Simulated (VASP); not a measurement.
Runs of VASP 6.6.1 on Zr4B. The structure is that of space group P-3m1 (No. 164), or close to it. The cells are those of the table. 

```tsv
task	cell	k mesh	cutoff (eV)	gap on the mesh (eV)	pressure (GPa)	relaxed volume (Å³/atom)	largest force (eV/Å)
relaxation of cell and atoms	relaxed from a = 2.894, b = 2.894, c = 9.305 Å, angles 90.0, 90.0, 120.0°, 5 atoms	6 × 6 × 2	600	none	0.0	20.68	0.01
relaxation of cell and atoms	relaxed from a = 3.364, b = 3.364, c = 10.535 Å, angles 90.0, 90.0, 120.0°, 5 atoms	12 × 12 × 4	600	none	0.0	(a)	0.01
single point	a = 3.364, b = 3.364, c = 10.535 Å, angles 90.0, 90.0, 120.0°, 5 atoms	6 × 6 × 2	520	none	0.0	-	0.01
single point	a = 2.894, b = 2.894, c = 9.305 Å, angles 90.0, 90.0, 120.0°, 5 atoms	6 × 6 × 2	520	none	85.0	-	3.14
```

Alike in all rows: level PBE; potentials or basis VASP PAW PBE potentials, release 64 (Zr_sv, B); no spin polarisation; smearing gaussian 0.1 eV.

Question: Estimate the missing entries.

Answer: (a) 20.63.

Caveats: some runs use coarse meshes; the volume moved by over 15 % at a fixed basis, so the end points are rough (some runs); forces of over 1 eV/Å act on the atoms, so gaps and moduli don't describe the material at rest (some runs).

A k mesh can miss the band edges, and the runs leave out spin-orbit coupling on Zr.

A gap of «none» marks levels without a gap at the run's occupations.
